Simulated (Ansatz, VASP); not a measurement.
**Two plane-wave programs on TiC**

Contents of INCAR:

```
SYSTEM = TiC
  PREC = Accurate
  ENCUT = 520
  EDIFF = 1E-6
  ISMEAR = 0
  SIGMA = 0.15
  LREAL = .False.
  LASPH = .True.
  NELM = 100
  ALGO = Normal
  ISIF = 2
  LWAVE = .False.
  LCHARG = .False.
  GGA = PE
  NBANDS = 15
```

The input KPOINTS:

```
Automatic mesh
0
Gamma
  18 18 18
  0 0 0
```

POSCAR

```
TiC
1.0
    0.0000000000      2.1315400000      2.1964600000
    2.1315400000      0.0000000000      2.1964600000
    2.1315400000      2.1315400000      0.0000000000
Ti C
1 1
Direct
    0.0000000000      0.0000000000      0.0000000000
    0.5000000000      0.5000000000      0.5000000000
```

Input for Ansatz:

```yaml
crystal:
  lattice:
    - [0.0, 2.13154, 2.19646]
    - [2.13154, 0.0, 2.19646]
    - [2.13154, 2.13154, 0.0]
  atoms:
    - { symbol: Ti, position: [0.0, 0.0, 0.0] }
    - { symbol: C, position: [0.5, 0.5, 0.5] }
basis:
  ecutwfc: 420
kpoints:
  mp_grid: { grid: [18, 18, 18] }
hamiltonian:
  xc: pbe
scf:
  occupations: { method: gaussian, width: 0.15 }
output:
  forces: true
  stress: true
  eigenvalues: true
  write_density: true
  write_potential: true
  elf: true
  volumetric_format: npy
```

Change from the starting cell: strain -0.015 along x and y, +0.015 along z, atoms carried along.

Alike in both runs: task single point; functional PBE; k mesh 18 × 18 × 18; occupations gaussian, width 0.15 eV; no spin polarisation.

|  | VASP | Ansatz |
| --- | --- | --- |
| version | VASP 6.6.1 | Ansatz 0.2.0 |
| potentials or method | VASP PAW PBE potentials, release 64 (Ti_sv, C), cutoff 520 eV | scalar-relativistic, plane waves, PAW |
| valence electrons in the cell | 16 | 16 |

```csv
,VASP,Ansatz,Ansatz less VASP
gap on the k mesh at the Fermi level (eV),none,none,-
pressure (GPa),5.5,5.3,-0.20
"traceless stress, the component that is largest in VASP (GPa)",-8.16,-8.10,+0.058
```

A gap of «none» marks a metal or a gap that the smearing closes. With one functional, cell and mesh, what is left measures potentials, basis and numerics.
